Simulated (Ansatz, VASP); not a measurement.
# One calculation of MgS, two programs

```xyz
2
Lattice="0.0000 2.6044 2.6044 2.6044 0.0000 2.6044 2.6044 2.6044 0.0000" Properties=species:S:1:pos:R:3 pbc="T T T"
Mg    0.0000    0.0000    0.0000
S     2.6044    2.6044    2.6044
```

Alike in both runs: task relaxation of cell and atoms; functional PBE; dispersion D3(BJ); k mesh 8 × 8 × 8; occupations gaussian, width 0.02 eV; no spin polarisation.

```csv
,VASP,Ansatz
version,VASP 6.6.1,Ansatz 0.2.0
potentials or method,"VASP PAW PBE potentials, release 64 (Mg, S), cutoff 600 eV","scalar-relativistic, plane waves, PAW"
valence electrons in the cell,8,16
```

Ansatz gave:

```
gap on the k mesh at the Fermi level, each at its own relaxed structure (eV) : 2.85
relaxed volume (Å³/atom)                                                     : 17.12
relaxed cell length with the largest relative difference (Å)                 : 3.645
```

Question: Which values does VASP return?

Answer: gap on the k mesh at the Fermi level, each at its own relaxed structure (eV): 2.84; relaxed volume (Å³/atom): 17.06; relaxed cell length with the largest relative difference (Å): 3.641.

VASP's potentials hold 8 valence electrons a cell and Ansatz's 16, so a difference there can come from the potentials and not from the codes.
